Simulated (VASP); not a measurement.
Runs of VASP 6.6.1 on OsO. Symmetry: P6/mmm, No. 191, hexagonal system. The conventional cell has a = 3.321 Å, b = 3.321 Å, c = 4.659 Å, α = 90.00°, β = 90.00°, γ = 120.00°. Within 3.1 Å of Os (site symmetry 6/mmm) lie 2 O at 2.33 Å. O (site symmetry 6/mmm) has 2 Os at 2.33 Å within 3.1 Å. 

```tsv
k mesh	smearing	pressure (GPa)	moment (μB)
7 × 7 × 4	gaussian 0.05 eV	-38.3	0.00
8 × 8 × 5	fermi-dirac 0.1 eV	(a)	0.00
10 × 10 × 7	gaussian 0.05 eV	-38.3	0.00
8 × 8 × 5	gaussian 0.05 eV	-38.2	0.00
```

Alike in all rows: task single point; level PBE; potentials or basis VASP PAW PBE potentials, release 64 (Os, O); spin non-collinear, zero start, SOC; cell as given; cutoff (eV) 520.

Question: Fill in the values left out.

Answer: (a) -37.8.

Caveats: the cell stands under tension.
